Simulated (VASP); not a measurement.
# Al (a cell with a defect) in VASP: single point with r2SCAN

Aim: the single point of Al (a cell with a defect) with r2SCAN.

All numbers are computed with VASP 6.6.1; they aren't measurements. Logs are shortened: lines on timing, memory, paths and dates and some standing lists are left out, and cuts for length are marked.

## Step 1: The cell of the first run

The cell holds a defect, 33 atoms: a = 8.100 Å, b = 8.100 Å, c = 8.100 Å, α = 90.00°, β = 90.00°, γ = 90.00°.

## Step 2: Single point, r2SCAN

POSCAR

```
Al
1.0
    8.1000000000      0.0000000000      0.0000000000
    0.0000000000      8.1000000000      0.0000000000
    0.0000000000      0.0000000000      8.1000000000
Al
33
Direct
    0.5021833872      0.0024466210     -0.0024682528
    0.7507983201      0.2497100845      0.0562382038
    0.7498328170     -0.0138622318      0.2496925818
   -0.0018027444      0.0016474046     -0.0016685538
    0.2493052234      0.2500408461      0.0139019181
    0.5024583530      0.4973834955     -0.0027445179
    0.7498327142      0.7502171826      0.0138990290
    0.2502859547     -0.0035877409      0.2501618772
    0.4864598126      0.2500404589      0.2496915068
    0.7498334709      0.5136706024      0.2496921786
    0.5025730663      0.0028379887      0.5027090643
    0.7507942538      0.2497120765      0.4415524184
    0.7507977876     -0.0565586386      0.7504098769
   -0.0020723973      0.4981877222     -0.0019376572
    0.2502858989      0.7498856209      0.0036007575
    0.0139870803      0.2500410019      0.2496929761
    0.2502863189      0.5035229041      0.2501619338
    0.4964984673      0.7498854461      0.2501621111
   -0.0021850320      0.0020287014      0.5019023972
    0.2493045199      0.2500406194      0.4863688678
    0.5028508172      0.4969902522      0.5029872082
    0.7498335434      0.7502175883      0.4863721396
    0.2493051211     -0.0138627132      0.7499422601
    0.4402732518      0.2497125554      0.7504067367
    0.7507949569      0.5581198505      0.7504078835
    0.0035947186      0.7498857800      0.2501616644
   -0.0024578679      0.4978041776      0.5021737527
    0.2502863667      0.7498855690      0.4964910872
    0.0549924432      0.2497101557      0.7504101816
    0.2493046266      0.5136713652      0.7499424846
    0.4864623055      0.7502180037      0.7499427266
    0.0139846457      0.7502169826      0.7499420620
    0.7467982989      0.2510637674      0.7484945963
```

INCAR.step1

```
SYSTEM = Al
PREC = Accurate
ENCUT = 520
ISMEAR = -1
SIGMA = 0.15
LREAL = Auto
LASPH = .TRUE.
NELM = 80
NBANDS = 72
GGA = PE
ALGO = Normal
EDIFF = 1E-4
LWAVE = .TRUE.
LCHARG = .FALSE.
```

INCAR.step2

```
SYSTEM = Al
PREC = Accurate
ENCUT = 520
EDIFF = 1E-6
ISMEAR = -1
SIGMA = 0.15
LREAL = Auto
LASPH = .TRUE.
NELM = 80
ALGO = Normal
ISIF = 2
LWAVE = .FALSE.
LCHARG = .TRUE.
METAGGA = R2SCAN
LMIXTAU = .TRUE.
LELF = .TRUE.
LVHAR = .TRUE.
NBANDS = 72
ISTART = 1
```

KPOINTS

```
Automatic mesh
0
G
  2 2 2
  0 0 0
```

Potentials or basis: VASP PAW PBE potentials, release 64 (Al).

Run with:

```sh
$ cat potpaw_PBE.64/Al/POTCAR > POTCAR
$ cp INCAR.step1 INCAR
$ mpirun -np 1 vasp_std > vasp.out
$ cp INCAR.step2 INCAR
$ mpirun -np 1 vasp_std > vasp.out
```

OUTCAR:

```text
SYSTEM = Al
   PREC = Accurate
   ENCUT = 520
   EDIFF = 1E-6
   ISMEAR = -1
   LREAL = Auto
   LASPH = .TRUE.
   NELM = 80
   ISIF = 2
   METAGGA = R2SCAN
   ISTART = 1

 ion  position               nearest neighbor table
   1  0.502  0.002  0.998-   9 2.87  31 2.87   3 2.87   7 2.87  23 2.87   5 2.87  24 2.88  13 2.88
                             2 2.88  15 2.89   8 2.89  18 2.89
   2  0.751  0.250  0.056-  33 2.49  16 2.65   3 2.65  10 2.65   9 2.65   4 2.88  14 2.88   1 2.88
                             6 2.88  12 3.12
   3  0.750  0.986  0.250-  12 2.64   2 2.65   7 2.70  22 2.71  18 2.81  26 2.81   4 2.87   1 2.87
                            19 2.87  11 2.87   9 3.02  16 3.02
   4  0.998  0.002  0.998-  23 2.86   5 2.86   3 2.87  16 2.87   7 2.87  32 2.87  13 2.88   2 2.88
                            29 2.88  26 2.88  15 2.89   8 2.89
   5  0.249  0.250  0.014-  24 2.64  29 2.65  16 2.70   9 2.71  17 2.81   8 2.81   4 2.86  14 2.86
                             1 2.87   6 2.87  30 3.02  23 3.02
   6  0.502  0.497  0.997-   9 2.87  10 2.87  31 2.87   7 2.87  30 2.87   5 2.87  24 2.88  25 2.88
                             2 2.88  15 2.89  17 2.89  18 2.90
   7  0.750  0.750  0.014-  25 2.64  13 2.65   3 2.70  10 2.71  18 2.81  26 2.81   4 2.87   1 2.87
                            14 2.87   6 2.87  31 3.02  32 3.02
   8  0.250  0.996  0.250-   9 2.81  20 2.81   5 2.81  16 2.81  18 2.82  28 2.82  15 2.82  26 2.82
                             4 2.89  19 2.89   1 2.89  11 2.89
   9  0.486  0.250  0.250-  12 2.65   2 2.65   5 2.71  20 2.71  17 2.81   8 2.81   1 2.87   6 2.87
[... 32 lines left out ...]
                            21 2.88  13 3.12
  26  0.004  0.750  0.250-  22 2.81  10 2.81   3 2.81   7 2.81  28 2.82  17 2.82   8 2.82  15 2.83
                             4 2.88  14 2.89  19 2.89  27 2.89
  27  0.998  0.498  0.502-  20 2.86  30 2.86  22 2.87  10 2.87  32 2.87  16 2.87  12 2.88  25 2.88
                            29 2.88  26 2.89  17 2.89  28 2.89
  28  0.250  0.750  0.496-  31 2.81  30 2.81  23 2.81  32 2.81  18 2.82  17 2.82   8 2.82  26 2.82
                            19 2.89  27 2.89  11 2.89  21 2.90
  29  0.055  0.250  0.750-  33 2.50   5 2.65  23 2.65  30 2.65  20 2.66   4 2.88  14 2.88  19 2.88
                            27 2.88  24 3.12
  30  0.249  0.514  0.750-  24 2.64  29 2.65  32 2.70  31 2.71  28 2.81  15 2.81  14 2.86  27 2.86
                             6 2.87  21 2.87  20 3.02   5 3.02
  31  0.486  0.750  0.750-  25 2.65  13 2.65  23 2.71  30 2.71  28 2.81  15 2.81   1 2.87  11 2.87
                             6 2.87  21 2.87  22 3.02   7 3.02
  32  0.014  0.750  0.750-  25 2.64  13 2.64  23 2.70  30 2.70  28 2.81  15 2.81   4 2.87  19 2.87
                            14 2.87  27 2.87  22 3.02   7 3.02
  33  0.747  0.251  0.748-  24 2.48  12 2.49  25 2.49  13 2.49   2 2.49  29 2.50

  LATTYP: Found a simple cubic cell.
 ALAT       =     8.1000000000

  Lattice vectors:

 A1 = (   8.1000000000,   0.0000000000,   0.0000000000)
 A2 = (   0.0000000000,   8.1000000000,   0.0000000000)
 A3 = (   0.0000000000,   0.0000000000,   8.1000000000)

Analysis of symmetry for initial positions (statically):
[... 185 lines left out ...]
   ISMEAR =    -1;   SIGMA  =   0.15  broadening in eV -4-tet -1-fermi 0-gaus
   EFERMI_NEDOS =   21; number of points for ismear=-14 and -15
   IALGO  =     38    algorithm
   IMIX   =      4    mixing-type and parameters
     AMIX     =   0.40;   BMIX     =  1.00
     AMIX_MAG =   1.60;   BMIX_MAG =  1.00
  volume/ion in A,a.u.               =      16.10       108.68
  Fermi-wavevector in a.u.,A,eV,Ry     =   0.934978  1.766853 11.894002  0.874184
  Thomas-Fermi vector in A             =   2.061839
   LORBIT       =      0    0 simple, 1 ext, 2 COOP (PROOUT), +10 PAW based schemes
   METAGGA = R2SCAN    functional components
   LHFCALC =     F    Hartree Fock is set to
   AEXX    =    0.0000 exact exchange contribution
   IVDW    =     0    specifies the selected vdW correction
   LEPSILON=     F    determine dielectric tensor
   LRPA    =     F    only Hartree local field effects (RPA)
 non-spin polarized calculation
  energy-cutoff  :      520.00
  volume of cell :      531.44
 maximum number of plane-waves:     14400
   NGX = 31   NGY = 31   NGZ = 31

 number of electron      99.0000000 magnetization

 Free energy of the ion-electron system (eV)
  ---------------------------------------------------
  ext. energy  EPLUGINS =         0.00000000
  ---------------------------------------------------
  free energy    TOTEN  =      -220.41146323 eV

  energy without entropy =     -219.72391834  energy(sigma->0) =     -220.06769078

 E-fermi :   7.9413     XC(G=0): -10.9848

 val. band max:        7.8829418309   @ k =   0.0000   0.0000   0.5000
 cond. band min:       8.1243522882   @ k =   0.0000   0.0000   0.0000
 fundamental gap:      0.2414104572
 Fermi energy:         7.9412554717

 k-point     1 :       0.0000    0.0000    0.0000
  band No.  band energies     occupation
      1      -3.7745      2.00000
      2      -1.6459      2.00000
      3      -1.6458      2.00000
      4      -1.3392      2.00000
      5      -1.2452      2.00000
      6      -1.2452      2.00000
[... 501 lines left out ...]
     60      11.3813      0.00000
     61      11.3814      0.00000
 [bands above 61 left out]

------------------------ aborting loop because EDIFF is reached ----------------------------------------

  FORCE on cell =-STRESS in cart. coord.  units (eV):
  Direction    XX          YY          ZZ          XY          YZ          ZX
  --------------------------------------------------------------------------------------
  -------------------------------------------------------------------------------------
  Total        5.4740864      5.4590629      5.4609925      0.0026878      0.0049478     -0.0049902
  in kB       16.5031624     16.4578699     16.4636872      0.0081030      0.0149166     -0.0150443
  external PRESSURE =      16.4749065 kB  Pullay stress =       0.0000000 kB

 VOLUME and BASIS-vectors are now :
 -----------------------------------------------------------------------------
  energy-cutoff  :      520.00
  volume of cell :      531.44
      direct lattice vectors                 reciprocal lattice vectors
     8.100000000  0.000000000  0.000000000     0.123456790  0.000000000  0.000000000
     0.000000000  8.100000000  0.000000000     0.000000000  0.123456790  0.000000000
     0.000000000  0.000000000  8.100000000     0.000000000  0.000000000  0.123456790

 POSITION                                       TOTAL-FORCE (eV/Angst)
 -----------------------------------------------------------------------------------
      4.06769      0.01982      8.08001         0.000722     -0.000033      0.000442
      6.08147      2.02265      0.45553         0.002343      0.001375      0.020230
      6.07365      7.98772      2.02251        -0.000989     -0.023436     -0.000758
      8.08540      0.01334      8.08648         0.000316      0.000597     -0.000486
      2.01937      2.02533      0.11261        -0.002859      0.000036      0.024121
      4.06991      4.02881      8.07777         0.002209     -0.001060     -0.000056
[... 25 lines left out ...]
      0.11328      6.07676      6.07453         0.024826     -0.000113     -0.000305
      6.04907      2.03362      6.06281        -0.005167      0.001558     -0.002548
 -----------------------------------------------------------------------------------
    total drift:                                0.002431     -0.001734     -0.001821

  FREE ENERGIE OF THE ION-ELECTRON SYSTEM (eV)
  ---------------------------------------------------
  free  energy   TOTEN  =      -220.4114632295 eV

  energy  without entropy=     -219.7239183391  energy(sigma->0) =     -220.06769078
```

OUTCAR.step1:

```text
SYSTEM = Al
   PREC = Accurate
   ENCUT = 520
   ISMEAR = -1
   LREAL = Auto
   LASPH = .TRUE.
   NELM = 80
[... 843 lines left out ...]
      4.06991      4.02881      8.07777         0.005657     -0.004468     -0.003363
[... 25 lines left out ...]
      0.11328      6.07676      6.07453         0.040723     -0.000302     -0.000596
      6.04907      2.03362      6.06281        -0.002069      0.000613     -0.001200
 -----------------------------------------------------------------------------------
    total drift:                                0.000351     -0.000273     -0.003942

  FREE ENERGIE OF THE ION-ELECTRON SYSTEM (eV)
  ---------------------------------------------------
  free  energy   TOTEN  =      -121.9017391092 eV

  energy  without entropy=     -121.2200290654  energy(sigma->0) =     -121.56088409
```

OSZICAR.step1:

```text
N       E                     dE             d eps       ncg     rms          rms(c)
DAV:   1     0.138734646627E+03    0.13873E+03   -0.34603E+04  1152   0.110E+03
DAV:   2    -0.108634167406E+03   -0.24737E+03   -0.23176E+03  1352   0.146E+02
DAV:   3    -0.122640888704E+03   -0.14007E+02   -0.13448E+02  1440   0.277E+01
DAV:   4    -0.122917167451E+03   -0.27628E+00   -0.27427E+00  1368   0.411E+00
DAV:   5    -0.122920784969E+03   -0.36175E-02   -0.36139E-02  1376   0.553E-01    0.804E+00
DAV:   6    -0.122232085594E+03    0.68870E+00   -0.59678E-01  1320   0.186E+00    0.471E+00
DAV:   7    -0.121934642338E+03    0.29744E+00   -0.33899E-01  1304   0.143E+00    0.106E+00
DAV:   8    -0.121906646435E+03    0.27996E-01   -0.33829E-02  1296   0.538E-01    0.484E-01
DAV:   9    -0.121902287448E+03    0.43590E-02   -0.82230E-03  1312   0.219E-01    0.334E-01
DAV:  10    -0.121901801228E+03    0.48622E-03   -0.59693E-04  1352   0.677E-02    0.123E-01
DAV:  11    -0.121901739109E+03    0.62119E-04   -0.74970E-05   776   0.236E-02
   1 F= -.12190174E+03 E0= -.12156088E+03  d E =-.681710E+00
```

Run time: 7.3 min. Hardware: 1 thread of Intel Xeon 6975P-C (Granite Rapids), shared host; peak memory 0.62 GiB.

Results:

- Free energy: -220.4115 eV
- Pressure: 1.6 GPa
- Largest force: 0.025 eV/Å
- Band gap on the k mesh: zero (an odd number of electrons rules out a gap without spin polarisation)

Forces in eV/Å, atoms in the order of the input:
```
Al   0.001  0.000  0.000
Al   0.002  0.001  0.020
Al  -0.001 -0.023 -0.001
Al   0.000  0.001  0.000
Al  -0.003  0.000  0.024
Al   0.002 -0.001  0.000
Al  -0.001  0.000  0.024
Al   0.001 -0.019  0.001
Al  -0.023  0.001  0.000
Al  -0.001  0.022 -0.001
Al   0.003 -0.001  0.001
Al  -0.001  0.002 -0.017
Al   0.001 -0.020  0.000
Al   0.000 -0.001  0.000
Al   0.000 -0.001  0.018
Al   0.025  0.000  0.000
Al   0.001  0.019  0.001
Al  -0.019  0.000  0.000
Al   0.001 -0.001  0.001
Al  -0.003  0.000 -0.025
Al   0.001  0.001 -0.001
Al  -0.001  0.001 -0.022
Al  -0.003 -0.024  0.000
Al  -0.017  0.000  0.001
Al  -0.001  0.017 -0.002
Al   0.019  0.000  0.000
Al   0.001  0.000  0.000
Al   0.000 -0.001 -0.019
Al   0.020  0.000 -0.001
Al  -0.003  0.025  0.000
Al  -0.023  0.001 -0.001
Al   0.025  0.000  0.000
Al  -0.005  0.002 -0.003
```

Caveat: the k points lie up to 0.39 Å⁻¹ apart, too coarse for converged energies and pressures of a metal; the PAW data sets were made with another functional, which shifts forces and pressure a little.
